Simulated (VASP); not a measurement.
# Ge (P-6m2) in VASP: further runs

The runs below take Ge through single point, with PBEsol.

Program: VASP 6.6.1. These are calculated values, not measurements. Logs are shortened: lines on timing, memory, paths and dates and some standing lists are left out, and cuts for length are marked.

## Step 1: The cell of the first run

Symmetry: P-6m2, No. 187, hexagonal system. The conventional cell has a = 4.004 Å, b = 4.004 Å, c = 13.645 Å, α = 90.00°, β = 90.00°, γ = 120.00°. Ge (site symmetry 3m) has 4 Ge at 2.45 Å within 3.2 Å. Within 3.2 Å of Ge (site symmetry 3m) lie 4 Ge at 2.45 Å. Within 3.2 Å of Ge (site symmetry 3m) lie 4 Ge at 2.45 to 2.97 Å. Ge (site symmetry 3m) has 4 Ge at 2.45 to 2.47 Å within 3.2 Å.

## Step 2: Single point, PBEsol

INCAR reads:

```
ALGO = Normal
EDIFF = 1E-6
ENCUT = 520
GGA = PS
ISIF = 2
ISMEAR = 0
LASPH = True
LCHARG = False
LREAL = False
LWAVE = False
NBANDS = 66
NELM = 80
PREC = Accurate
SIGMA = 0.15
```

KPOINTS reads:

```
k-points
0
Gamma
  11 11 3
```

POSCAR reads:

```
Ge
1.0
   -2.0020822485     -3.4677081753      0.0000000000
    2.0020822485     -3.4677081753      0.0000000000
    0.0000000000      0.0000000000     13.6450496104
Ge
8
Direct
    0.0000000000      0.0000000000      0.1510613874
    0.0000000000      0.0000000000      0.3306169496
    0.0000000000      0.0000000000      0.6327397245
    0.0000000000      0.0000000000      0.8122952867
    0.6666666667      0.6666666667      0.0906896587
    0.3333333333      0.3333333333      0.3909886783
    0.3333333333      0.3333333333      0.5723679957
    0.6666666667      0.6666666667      0.8726670154
```

Potentials or basis: VASP PAW PBE potentials, release 64 (Ge_d).

Launch:

```console
$ cat potpaw_PBE.64/Ge_d/POTCAR > POTCAR
$ mpirun -np 1 vasp_std > vasp.out
```

OUTCAR:

```text
EDIFF = 1E-6
   ENCUT = 520
   GGA = PS
   ISIF = 2
   ISMEAR = 0
   LASPH = True
   LREAL = False
   NELM = 80
   PREC = Accurate

 ion  position               nearest neighbor table
   1  0.000  0.000  0.151-   2 2.45   5 2.45   5 2.45   5 2.45
   2  0.000  0.000  0.331-   1 2.45   6 2.45   6 2.45   6 2.45
   3  0.000  0.000  0.633-   4 2.45   7 2.45   7 2.45   7 2.45
   4  0.000  0.000  0.812-   3 2.45   8 2.45   8 2.45   8 2.45
   5  0.667  0.667  0.091-   1 2.45   1 2.45   1 2.45
   6  0.333  0.333  0.391-   2 2.45   2 2.45   2 2.45   7 2.47
   7  0.333  0.333  0.572-   3 2.45   3 2.45   3 2.45   6 2.47
   8  0.667  0.667  0.873-   4 2.45   4 2.45   4 2.45

  LATTYP: Found a hexagonal cell.
 ALAT       =     4.0041644970
 C/A-ratio  =     3.4077145484

  Lattice vectors:

 A1 = (  -2.0020822485,   3.4677081753,   0.0000000000)
 A2 = (  -2.0020822485,  -3.4677081753,   0.0000000000)
 A3 = (   0.0000000000,   0.0000000000,  13.6450496104)

Analysis of symmetry for initial positions (statically):
=====================================================================
 Subroutine PRICEL returns:
 Original cell was already a primitive cell.

 Routine SETGRP: Setting up the symmetry group for a
 hexagonal supercell.

 Subroutine GETGRP returns: Found 12 space group operations
 (whereof  6 operations were pure point group operations)
 out of a pool of 24 trial point group operations.

The static configuration has the point symmetry C_3v.
 The point group associated with its full space group is D_3h.

Analysis of symmetry for dynamics (positions and initial velocities):
=====================================================================
 Subroutine PRICEL returns:
 Original cell was already a primitive cell.

 Routine SETGRP: Setting up the symmetry group for a
 hexagonal supercell.

 Subroutine GETGRP returns: Found 12 space group operations
 (whereof  6 operations were pure point group operations)
 out of a pool of 24 trial point group operations.

The dynamic configuration has the point symmetry C_3v.
 The point group associated with its full space group is D_3h.

 Subroutine INISYM returns: Found 12 space group operations
 (whereof  6 operations are pure point group operations),
 and found     1 'primitive' translations

----------------------------------------------------------------------------------------

                                     Primitive cell

  volume of cell :     189.4653

  direct lattice vectors                    reciprocal lattice vectors
    -2.002082248 -3.467708175  0.000000000    -0.249739990 -0.144187450  0.000000000
     2.002082248 -3.467708175  0.000000000     0.249739990 -0.144187450  0.000000000
     0.000000000  0.000000000 13.645049610     0.000000000  0.000000000  0.073286652

  length of vectors
     4.004164497  4.004164497 13.645049610     0.288374900  0.288374900  0.073286652

  position of ions in fractional coordinates (direct lattice)
     0.000000000  0.000000000  0.151061387
     0.000000000  0.000000000  0.330616950
     0.000000000  0.000000000  0.632739724
     0.000000000  0.000000000  0.812295287
     0.666666667  0.666666667  0.090689659
     0.333333333  0.333333333  0.390988678
     0.333333333  0.333333333  0.572367996
     0.666666667  0.666666667  0.872667015

  ion indices of the primitive-cell ions
   primitive index   ion index
                 1           1
                 2           2
                 3           3
                 4           4
                 5           5
                 6           6
                 7           7
                 8           8

----------------------------------------------------------------------------------------

 KPOINTS: k-points

Automatic generation of k-mesh.
 Grid dimensions read from file:
 generate k-points for:   11   11    3

 Generating k-lattice:

  Cartesian coordinates                     Fractional coordinates (reciprocal lattice)
    -0.022703635 -0.013107950  0.000000000     0.090909091 -0.000000000  0.000000000
     0.022703635 -0.013107950  0.000000000    -0.000000000  0.090909091  0.000000000
     0.000000000  0.000000000  0.024428884     0.000000000  0.000000000  0.333333333

  Length of vectors
     0.026215900  0.026215900  0.024428884

  Shift w.r.t. Gamma in fractional coordinates (k-lattice)
     0.000000000  0.000000000  0.000000000

 Subroutine IBZKPT returns following result:
 ===========================================

 Found     32 irreducible k-points:

 Following reciprocal coordinates:
            Coordinates               Weight
  0.000000  0.000000  0.000000      1.000000
  0.090909  0.000000  0.000000      6.000000
  0.181818  0.000000  0.000000      6.000000
  0.272727 -0.000000  0.000000      6.000000
  0.363636  0.000000  0.000000      6.000000
  0.454545  0.000000  0.000000      6.000000
[... 16 lines left out ...]
  0.181818  0.090909  0.333333     12.000000
  0.272727  0.090909  0.333333     24.000000
 [... further k-points ...]
   k-points           NKPTS =     32   k-points in BZ     NKDIM =     32   number of bands    NBANDS=     66
   number of dos      NEDOS =    301   number of ions     NIONS =      8
   total plane-waves  NPLWV =  97200
   dimension x,y,z NGX =    30 NGY =   30 NGZ =  108
   dimension x,y,z NGXF=    60 NGYF=   60 NGZF=  216
   ions per type =               8
   NGX,Y,Z   is equivalent  to a cutoff of  12.46, 12.46, 13.16 a.u.
   NGXF,Y,Z  is equivalent  to a cutoff of  24.91, 24.91, 26.32 a.u.
 SYSTEM =  unknown system
   PREC   = accura    normal or accurate (medium, high low for compatibility)
   ISTART =      0    job   : 0-new  1-cont  2-samecut
   ICHARG =      2    charge: 1-file 2-atom 10-const
   ISPIN  =      1    spin polarized calculation?
   LNONCOLLINEAR =      F non collinear calculations
   LSORBIT =      F    spin-orbit coupling
   LASPH  =      T    aspherical Exc in radial PAW
   ENCUT  =  520.0 eV  38.22 Ry    6.18 a.u.   7.45  7.45 25.37*2*pi/ulx,y,z
   NELM   =     80;   NELMIN=  2; NELMDL= -5     # of ELM steps
   EDIFF  = 0.1E-05   stopping-criterion for ELM
   LREAL  =      F    real-space projection
   EDIFFG = 0.1E-04   stopping-criterion for IOM
   NSW    =      0    number of steps for IOM
   IBRION =     -1    ionic relax: 0-MD 1-quasi-New 2-CG
   NFREE  =      0    steps in history (QN), initial steepest desc. (CG)
   ISIF   =      2    stress and relaxation
   ISYM   =      2    0-nonsym 1-usesym 2-fastsym
   POTIM  = 0.5000    time-step for ionic-motion
   TEBEG  =    0.0;   TEEND  =   0.0 temperature during run
   PSTRESS=    0.0 pullay stress
   NELECT =     112.0000    total number of electrons
   NUPDOWN=      -1.0000    fix difference up-down
   EMIN   =  10.00;   EMAX   =-10.00  energy-range for DOS
   EFERMI =   0.00;   METHOD = LEGACY
   ISMEAR =     0;   SIGMA  =   0.15  broadening in eV -4-tet -1-fermi 0-gaus
   EFERMI_NEDOS =   21; number of points for ismear=-14 and -15
   IALGO  =     38    algorithm
   IMIX   =      4    mixing-type and parameters
     AMIX     =   0.40;   BMIX     =  1.00
     AMIX_MAG =   1.60;   BMIX_MAG =  1.00
  volume/ion in A,a.u.               =      23.68       159.82
  Fermi-wavevector in a.u.,A,eV,Ry     =   1.373950  2.596389 25.684249  1.887739
  Thomas-Fermi vector in A             =   2.499421
   LORBIT       =      0    0 simple, 1 ext, 2 COOP (PROOUT), +10 PAW based schemes
   GGA     = PS    functional components
   LHFCALC =     F    Hartree Fock is set to
   AEXX    =    0.0000 exact exchange contribution
   IVDW    =     0    specifies the selected vdW correction
   LEPSILON=     F    determine dielectric tensor
   LRPA    =     F    only Hartree local field effects (RPA)
 non-spin polarized calculation
 Gauss-broadening in eV      SIGMA  =   0.15
  energy-cutoff  :      520.00
  volume of cell :      189.47
 maximum number of plane-waves:      5157
 NGX is ok and might be reduce to    30
   NGX = 15   NGY = 15   NGZ = 51

 number of electron     112.0000100 magnetization

 Free energy of the ion-electron system (eV)
  ---------------------------------------------------
  ext. energy  EPLUGINS =         0.00000000
  ---------------------------------------------------
  free energy    TOTEN  =       -38.96199282 eV

  energy without entropy =      -38.95671678  energy(sigma->0) =      -38.95935480

 E-fermi :   4.3860     XC(G=0):  -9.9050

 val. band max:        4.3564201256   @ k =   0.0909   0.0000   0.0000
 cond. band min:       4.4037747612   @ k =   0.0000   0.0000   0.0000
 fundamental gap:      0.0473546356
 Fermi energy:         4.3859578395

 k-point     1 :       0.0000    0.0000    0.0000
  band No.  band energies     occupation
      1     -20.3798      2.00000
      2     -20.3798      2.00000
      3     -20.3629      2.00000
      4     -20.3629      2.00000
      5     -20.3413      2.00000
      6     -20.3287      2.00000
[... 58 lines left out ...]
     65       7.8777      0.00000
     66       8.0662      0.00000

 k-point     2 :       0.0909    0.0000    0.0000
  band No.  band energies     occupation
      1     -20.3843      2.00000
      2     -20.3818      2.00000
      3     -20.3653      2.00000
      4     -20.3651      2.00000
      5     -20.3451      2.00000
      6     -20.3289      2.00000
[... 58 lines left out ...]
     65       7.7868      0.00000
     66       8.2359      0.00000

 k-point     3 :       0.1818    0.0000    0.0000
  band No.  band energies     occupation
      1     -20.3915      2.00000
      2     -20.3857      2.00000
      3     -20.3702      2.00000
      4     -20.3687      2.00000
      5     -20.3533      2.00000
      6     -20.3296      2.00000
[... 1438 lines left out ...]
     65       8.1423      0.00000
     66       8.3373      0.00000

 k-point    24 :       0.2727    0.0909    0.3333
  band No.  band energies     occupation
      1     -20.3938      2.00000
      2     -20.3901      2.00000
      3     -20.3759      2.00000
      4     -20.3687      2.00000
      5     -20.3583      2.00000
      6     -20.3289      2.00000
[... 58 lines left out ...]
     65       8.4873      0.00000
     66       8.8226      0.00000

 [... further k-points ...]
[... 5 lines left out ...]
  --------------------------------------------------------------------------------------
  -------------------------------------------------------------------------------------
  Total        0.0359728      0.0359728     -4.1206511      0.0000000      0.0000000      0.0000000
  in kB        0.3041970      0.3041970    -34.8455126      0.0000000      0.0000000      0.0000000
  external PRESSURE =     -11.4123729 kB  Pullay stress =       0.0000000 kB

 VOLUME and BASIS-vectors are now :
 -----------------------------------------------------------------------------
  energy-cutoff  :      520.00
  volume of cell :      189.47
      direct lattice vectors                 reciprocal lattice vectors
    -2.002082248 -3.467708175  0.000000000    -0.249739990 -0.144187450  0.000000000
     2.002082248 -3.467708175  0.000000000     0.249739990 -0.144187450  0.000000000
     0.000000000  0.000000000 13.645049610     0.000000000  0.000000000  0.073286652

 POSITION                                       TOTAL-FORCE (eV/Angst)
 -----------------------------------------------------------------------------------
      0.00000      0.00000      2.06124        -0.000000      0.000000     -0.257065
      0.00000      0.00000      4.51128         0.000000     -0.000000      0.027635
      0.00000      0.00000      8.63376        -0.000000     -0.000000     -0.027635
      0.00000      0.00000     11.08381        -0.000000      0.000000      0.257065
      0.00000     -4.62361      1.23746         0.000000     -0.000000     -1.174961
      0.00000     -2.31181      5.33506        -0.000000     -0.000000     -0.018357
      0.00000     -2.31181      7.80999         0.000000      0.000000      0.018357
      0.00000     -4.62361     11.90758         0.000000      0.000000      1.174961
 -----------------------------------------------------------------------------------
    total drift:                               -0.000000      0.000000      0.000142

  FREE ENERGIE OF THE ION-ELECTRON SYSTEM (eV)
  ---------------------------------------------------
  free  energy   TOTEN  =       -38.9619928218 eV

  energy  without entropy=      -38.9567167780  energy(sigma->0) =      -38.95935480
```

Run time: 10 min. Hardware: 1 thread of Oxide Virtual Turin-like, shared host; peak memory 0.4 GiB.

Results:

```yaml
Free_energy: -38.9620 eV
Pressure: -1.1 GPa
Largest_force: 1.175 eV/Å
Band_gap_on_the_k_mesh: zero (band 56 reaches 4.43 eV, above the bottom of band 57 at 4.28 eV)
```

Forces on the atoms (eV/Å):
```
Ge   0.000  0.000 -0.257
Ge   0.000  0.000  0.028
Ge   0.000  0.000 -0.028
Ge   0.000  0.000  0.257
Ge   0.000  0.000 -1.175
Ge   0.000  0.000 -0.018
Ge   0.000  0.000  0.018
Ge   0.000  0.000  1.175
```

Stress tensor (GPa, compression positive):
```
 0.03  0.00  0.00
 0.00  0.03  0.00
 0.00  0.00 -3.48
```

Levels at points of the mesh, in eV from the Fermi level:
| k point | band 54 | band 55 | band 56 | band 57 | band 58 | band 59 |
| --- | --- | --- | --- | --- | --- | --- |
| (0.00, 0.00, 0.00) | -0.38 | 0.02 | 0.04 | 0.04 | 0.15 | 0.72 |

Caveat: the PAW data sets were made with another functional, which shifts forces and pressure a little.

(Part 1 of 2 ends here.)
